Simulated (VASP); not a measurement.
Crystal: CuO.

```
CELL_PARAMETERS angstrom
2.55255 0.00000 0.00000
0.00000 2.55255 0.00000
0.00000 0.00000 2.55255
ATOMIC_POSITIONS crystal
Cu 0.00000 0.00000 0.00000
O 0.50000 0.50000 0.50000
```

```yaml
Program: VASP 6.6.1
Task: relaxation of cell and atoms
Functional: PBE
Potentials_or_basis: VASP PAW PBE potentials, release 64 (Cu, O)
Cutoff: 600 eV
k_mesh: 10 × 10 × 10
Occupations: fermi-dirac, width 0.05 eV
Spin: no spin polarisation
Hubbard_terms: Cu d U = 8.0 eV
```

At the start: pressure 12.4 GPa; volume 8.32 Å³/atom.

How do energy, volume and symmetry change on relaxing?

Over 3 steps the energy falls by 21.7 meV/atom and the volume is 8.91 Å³/atom (+7.2 %); space group Pm-3m (No. 221, to 0.1 Å) before and after.

The path:
| step | energy change (eV) | largest force (eV/Å) | pressure (GPa) | volume (Å³) |
| --- | --- | --- | --- | --- |
| 1 | 0.0000 | 0.0000 | 12.40 | 16.63 |
| 2 | -0.0396 | 0.0000 | -3.17 | 18.23 |
| 3 | -0.0435 | 0.0000 | 0.10 | 17.83 |

Final structure:
```xyz
2
Lattice="2.6125 0.0000 0.0000 0.0000 2.6125 0.0000 0.0000 0.0000 2.6125" Properties=species:S:1:pos:R:3 pbc="T T T"
Cu    0.0000    0.0000    0.0000
O     1.3062    1.3062    1.3062
```

Caveat: an odd number of electrons without spin polarisation forces a metal; a magnetic or distorted state may lie lower; U without spin polarisation on a metal has little footing.
